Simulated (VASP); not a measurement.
Al3GaN4: single point with r2SCAN

Al3GaN4:

```xyz
8
Lattice="4.4012 0.0000 0.0000 0.0000 4.4012 0.0000 0.0000 0.0000 4.7533" Properties=species:S:1:pos:R:3 pbc="T T T"
Al    2.2006    2.2006    0.0000
Al    2.2006    0.0000    2.3767
Al    0.0000    2.2006    2.3767
Ga    0.0000    0.0000    0.0000
N     3.2765    3.2765    1.2147
N     3.2765    1.1247    3.5387
N     1.1247    3.2765    3.5387
N     1.1247    1.1247    1.2147
```

This cell differs from its parent crystal: strain +0.000 along x and y, +0.080 along z.

```yaml
Program: VASP 6.6.1
Task: single point
Functional: r2SCAN
Potentials_or_basis: VASP PAW PBE potentials, release 64 (Al, Ga_d, N)
Cutoff: 520 eV
k_mesh: 6 × 6 × 6
Occupations: gaussian, width 0.05 eV
Spin: no spin polarisation
Dipole_correction: no
Further_INCAR_settings: ALGO = Normal; EDIFF = 1e-06; NBANDS = 31
```

| Quantity | Value |
| --- | --- |
| Pressure | -14.1 GPa |
| Largest force | 0.085 eV/Å |
| Band gap on the k mesh | 3.27 eV (least direct gap 3.29 eV) |

Forces on the atoms (eV/Å):
```
Al   0.000  0.000  0.000
Al   0.000  0.000  0.000
Al   0.000  0.000  0.000
Ga   0.000  0.000  0.000
N   -0.059 -0.059 -0.012
N   -0.059  0.059  0.012
N    0.059 -0.059  0.012
N    0.059  0.059 -0.012
```

Stress tensor (GPa, compression positive):
```
 -9.48   0.00   0.00
  0.00  -9.48   0.00
  0.00   0.00 -23.22
```

Levels at points of the mesh, in eV from the valence-band top:
```csv
k point,band 18,band 19,band 20,band 21,band 22,band 23,band 24,band 25
"(0.00, 0.00, 0.00)",-1.66,-0.40,-0.02,-0.02,3.27,3.67,3.67,4.06
"(0.50, 0.00, 0.00)",-1.52,-1.39,-1.23,-1.11,5.75,5.79,6.63,6.69
"(0.50, 0.50, 0.00)",-0.64,-0.41,-0.31,-0.31,7.23,7.86,7.86,8.32
"(0.00, 0.00, 0.50)",-1.04,-1.04,-0.77,-0.77,5.59,5.65,6.01,6.01
"(0.50, 0.00, 0.50)",-1.17,-0.91,-0.89,-0.78,6.92,7.75,7.80,7.89
"(0.50, 0.50, 0.50)",-0.56,-0.46,-0.24,-0.24,5.19,6.73,6.73,6.74
```

It took 7.9 min on 1 thread of Intel Xeon 8259CL, on a shared host, peak memory 0.28 GiB.

Caveat: the cell differs from its parent crystal (strain +0.000 along x and y, +0.080 along z); the stress differs along the axes, from -23 to -9 GPa; the PAW data sets were made with another functional, which shifts forces and pressure a little. A k mesh can miss the band edges.
